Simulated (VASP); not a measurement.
A run of VASP 6.6.1:

The input INCAR:

```
SYSTEM = Hf4Si4O15
PREC = Accurate
ENCUT = 520
EDIFF = 1E-6
ISMEAR = 0
SIGMA = 0.01
LREAL = .FALSE.
LASPH = .TRUE.
NELM = 120
ALGO = Normal
ISIF = 2
LWAVE = .FALSE.
LCHARG = .FALSE.
GGA = PE
NELECT = 144.0
NBANDS = 90
GGA_COMPAT = .FALSE.
```

File KPOINTS:

```
Automatic mesh
0
Gamma
  1 1 1
  0.25 0.25 0.25
```

File POSCAR:

```
Hf4Si4O15
1.0
    6.6465279248      0.0000000000      0.0000000000
    0.0000000000      6.6465279248      0.0000000000
    0.0000000000      0.0000000000      6.0147349639
Hf Si O
4 4 15
Direct
    0.0079897698     -0.0004558436      0.0011132380
    0.5184385359      0.5009738782      0.4924086044
   -0.0023154103      0.4994430832      0.2394100009
    0.5052604876     -0.0002334202      0.7500889314
   -0.0866470828      0.4991911719      0.7944496662
    0.5075656021      0.0006049498      0.2494667965
    0.0078251161     -0.0004169544      0.5019015224
    0.4838018959      0.5000983605      0.0001165021
    0.0144837954      0.8090545211      0.3237438053
    0.4941180986      0.3223514311      0.8096865269
    0.6929217921      0.0006616827      0.0686464125
    0.3230068016      0.0015340903      0.0677992954
    0.8323262680      0.5016247347      0.5491341109
    0.0142960052      0.1915451444      0.3256305065
    0.4898596905      0.6782061393      0.8100931716
    0.3123440806      0.4996894499      0.2021970071
    0.8209160881     -0.0008023420      0.6804276052
   -0.0046654724      0.6848666602      0.9286346952
    0.5059149457      0.1875674894      0.4305819295
   -0.0026681226      0.3140836007      0.9277849251
    0.5067444676      0.8121716176      0.4289955712
    0.1889822728     -0.0013287423      0.6867300027
    0.6853198845      0.4995692974      0.1620486730
```

Potentials or basis: VASP PAW PBE potentials, release 64 (Hf_pv, Si, O).

Launch:

```sh
$ cat potpaw_PBE.64/Hf_pv/POTCAR potpaw_PBE.64/Si/POTCAR potpaw_PBE.64/O/POTCAR > POTCAR
$ mpirun -np 1 vasp_std > vasp.out
```

Hardware: 1 thread of Intel(R) Xeon(R) Platinum 8259CL CPU @ 2.50GHz (Skylake/Cascade Lake), with other jobs on the host.

Question: How long does it take, and how much memory?

Answer: It took 2.9 min on 1 thread of Intel(R) Xeon(R) Platinum 8259CL CPU @ 2.50GHz (Skylake/Cascade Lake) (shared host), peak memory 0.37 GiB. Counts: scf iterations 17, k points 4.
